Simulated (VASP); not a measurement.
## Be3Cd2Te: relaxation of cell and atoms with PBE

Crystal: Be3Cd2Te.

```
CELL_PARAMETERS angstrom
-3.13281 3.13281 3.17883
3.13281 -3.13281 3.17883
3.13281 3.13281 -3.17883
ATOMIC_POSITIONS crystal
Be 0.79127 0.79127 0.00000
Be 0.20873 0.20873 0.00000
Be 0.00000 0.00000 0.00000
Cd 0.75000 0.25000 0.50000
Cd 0.25000 0.75000 0.50000
Te 0.50000 0.50000 0.00000
```

The cell was built from a structure type or drawn by symmetry, and may not be a known phase.

| Item | Value |
| --- | --- |
| Program | VASP 6.6.1 |
| Task | relaxation of cell and atoms |
| Functional | PBE |
| Potentials or basis | VASP PAW PBE potentials, release 64 (Be, Cd, Te) |
| Cutoff | 600 eV |
| k mesh | 4 × 4 × 4 |
| Occupations | gaussian, width 0.1 eV |
| Spin | no spin polarisation |
| Dipole correction | no |
| Further INCAR settings | ALGO = Normal; EDIFF = 1e-07; IBRION = 2; EDIFFG = -0.04; NSW = 90; ISIF = 3 |

```
Relaxed volume                        : 20.75 Å³/atom
Relaxed cell                          : a = 5.823 Å, b = 5.823 Å, c = 5.823 Å, α = 126.11°, β = 126.11°, γ = 79.70°
Space group after relaxing (to 0.1 Å) : I4/mmm (No. 139)
Energy gained by relaxing             : 2035.6 meV/atom
Ionic steps                           : 15
Pressure after relaxing               : 0.0 GPa
Largest force after relaxing          : 0.006 eV/Å
Band gap on the k mesh                : zero (bands 18 and 19 overlap by 1.57 eV)
```

Forces on the atoms (eV/Å):
```
Be   0.000  0.000 -0.006
Be   0.000  0.000  0.006
Be   0.000  0.000  0.000
Cd   0.000  0.000  0.000
Cd   0.000  0.000  0.000
Te   0.000  0.000  0.000
```

The path:
```
step  energy change (eV)  largest force (eV/Å)  pressure (GPa)  volume (Å³)
   1              0.0000                9.4587           27.62       124.79
   2             -9.8429                1.6249           -5.02       184.02
   3            -10.6732                3.6544            0.43       158.65
   4            -10.5873                3.1070           -2.12       167.75
   5            -10.6608                3.3425           -1.31       164.55
   6            -11.3765                0.7744           -4.79       161.80
   7            -11.4157                0.5305           -5.19       161.19
   8            -11.9947                0.2133           -3.25       141.68
   9            -12.1723                0.1916           -0.71       128.87
  10            -12.1763                0.2872           -0.10       126.60
  11            -12.1762                0.2592           -0.29       127.24
  12            -12.2047                0.1199           -0.04       125.39
  13            -12.2130                0.0138            0.25       123.76
  14            -12.2130                0.0096            0.26       123.69
  15            -12.2137                0.0058           -0.03       124.49
```

Final structure:
```
Be Cd Te
1.0
    -2.63857    2.63857    4.47048
     2.63857   -2.63857    4.47048
     2.63857    2.63857   -4.47048
Be Cd Te
3 2 1
Direct
  0.76334 0.76334 0.00000
  0.23666 0.23666 0.00000
  0.00000 0.00000 0.00000
  0.75000 0.25000 0.50000
  0.25000 0.75000 0.50000
  0.50000 0.50000 0.00000
```

Levels at points of the mesh, in eV from the Fermi level:
| k point | band 16 | band 17 | band 18 | band 19 | band 20 | band 21 |
| --- | --- | --- | --- | --- | --- | --- |
| (0.00, 0.00, 0.00) | -1.47 | -1.47 | -1.38 | -0.24 | -0.24 | 1.08 |
| (0.50, 0.00, 0.00) | -1.47 | -0.92 | -0.68 | 0.01 | 1.64 | 1.99 |
| (0.50, 0.50, 0.00) | -3.20 | -1.53 | 0.73 | 0.86 | 2.06 | 3.41 |
| (0.50, 0.50, 0.50) | -1.83 | -1.27 | 1.23 | 1.23 | 2.06 | 2.06 |

It took 19 min on 1 thread of Intel Xeon 8259CL (shared host), peak memory 0.37 GiB.

Caveat: spin-orbit coupling is left out, which moves the levels of the heavy elements.
